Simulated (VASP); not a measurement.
Write the native input for VASP 6.6.1 that does the following.

- Task: single point
- Functional: PBE
- Potentials or basis: VASP PAW PBE potentials, release 64 (Ta_pv)
- Cutoff: 520 eV
- k mesh: 14 × 14 × 14
- Occupations: fermi-dirac, width 0.1 eV
- Spin: no spin polarisation
- Dipole correction: no
- Further INCAR settings: ALGO = Normal; EDIFF = 1e-07; NBANDS = 12

The structure of Ta lies in POSCAR:

```
Ta
1.0
   -1.6941894487      1.6941894487      1.6941894487
    1.6941894487     -1.6941894487      1.6941894487
    1.6941894487      1.6941894487     -1.6941894487
Ta
1
Direct
    0.0000000000      0.0000000000      0.0000000000
```

The input as run:

INCAR

```
SYSTEM = Ta
ALGO = Normal ; EDIFF = 1E-7
ENCUT = 520 ; GGA = PE
ISIF = 2 ; ISMEAR = -1
LASPH = .TRUE. ; LCHARG = .FALSE.
LREAL = .FALSE. ; LWAVE = .FALSE.
NBANDS = 12 ; NELM = 80
PREC = Accurate ; SIGMA = 0.1
```

KPOINTS

```
k-points
0
G
  14 14 14
  0 0 0
```

Potentials or basis: VASP PAW PBE potentials, release 64 (Ta_pv).

Run with:

```bash
$ cat potpaw_PBE.64/Ta_pv/POTCAR > POTCAR
$ mpirun -np 1 vasp_std > vasp.out
```

It gave:

```yaml
Pressure: -10.7 GPa
```

Wall time 12 s on 1 thread of Intel(R) Xeon(R) Platinum 8488C (Sapphire Rapids), on a shared host, peak memory 0.15 GiB.
